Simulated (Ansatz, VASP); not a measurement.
InSe in VASP and in Ansatz

Contents of INCAR:

```
SYSTEM = InSe
PREC     = Accurate       ! precision mode
ENCUT    = 520            ! plane-wave cutoff, eV
EDIFF    = 1E-6           ! SCF threshold, eV
ISMEAR   = -1             ! smearing method
SIGMA    = 0.05           ! smearing width, eV
LREAL    = .FALSE.        ! projectors in reciprocal space
LASPH    = .TRUE.         ! aspherical terms in the spheres
NELM     = 60             ! most SCF steps
ALGO     = Normal         ! electronic algorithm
ISIF     = 2              ! what is computed and relaxed
LWAVE    = .FALSE.        ! write WAVECAR
LCHARG   = .TRUE.         ! write CHGCAR
LELF     = .TRUE.         ! ELF
LVHAR    = .TRUE.       
NBANDS   = 27             ! bands
```

The input KPOINTS:

```
Automatic mesh
0
G
  7 7 6
  0 0 0
```

File POSCAR:

```
InSe
1.0
    5.7476481863     -2.0268800245      0.0000000000
    5.7476481863      2.0268800245      0.0000000000
   -1.6999432264      0.0000000000      4.7068622790
In Se
2 2
Direct
    0.8882032500      0.8882032500      0.0468413600
    0.1117967500      0.1117967500      0.9531586400
    0.6609275900      0.6609275900      0.6689556200
    0.3390724100      0.3390724100      0.3310443800
```

The input input.yaml:

```yaml
crystal:
  lattice:
    - [5.7476481863, -2.0268800245, 0.0]
    - [5.7476481863, 2.0268800245, 0.0]
    - [-1.6999432264, 0.0, 4.706862279]
  atoms:
    - { symbol: In, position: [0.88820325, 0.88820325, 0.04684136] }
    - { symbol: In, position: [0.11179675, 0.11179675, 0.95315864] }
    - { symbol: Se, position: [0.66092759, 0.66092759, 0.66895562] }
    - { symbol: Se, position: [0.33907241, 0.33907241, 0.33104438] }
hamiltonian:
  xc: lda
  pseudopotentials: { kind: paw }
kpoints:
  mp_grid: { grid: [7, 7, 6] }
scf:
  occupations: { method: fermi_dirac, width: 0.05 }
output:
  forces: true
  stress: true
  eigenvalues: true
```

Alike in both runs: task single point; functional LDA; k mesh 7 × 7 × 6; occupations fermi-dirac, width 0.05 eV; no spin polarisation.

|  | VASP | Ansatz |
| --- | --- | --- |
| version | VASP 6.6.1 | Ansatz 0.2.0 |
| potentials or method | VASP PAW LDA potentials, release 64 (In_d, Se) | Ansatz PAW |
| plane-wave cutoff (eV) | 520 | 420 |
| valence electrons in the cell | 38 | 58 |

Ansatz gave:

| Quantity | Value |
| --- | --- |
| gap on the k mesh at the Fermi level (eV) | 1.07 |
| least direct gap on the mesh (eV) | 1.19 |
| pressure (GPa) | -0.8 |
| traceless stress, the component that is largest in VASP (GPa) | -0.32 |
| rms of the force components (eV/Å) | 0.103 |

**Question.** Estimate VASP's values.

**Answer.** gap on the k mesh at the Fermi level (eV): 1.08; least direct gap on the mesh (eV): 1.21; pressure (GPa): -0.6; traceless stress, the component that is largest in VASP (GPa): -0.29; rms of the force components (eV/Å): 0.116.

LDA's correlation is that of Perdew and Zunger in VASP and of Perdew and Wang (1992) in Ansatz. Atom by atom the forces differ by 0.013 eV/Å (rms over components). VASP's potentials hold 38 valence electrons a cell and Ansatz's 58, so a difference there can come from the potentials and not from the codes.

Noted on Ansatz's run: odd divisions of the mesh miss points on the zone boundary, where band edges often lie, so the gap on the mesh can be too wide.
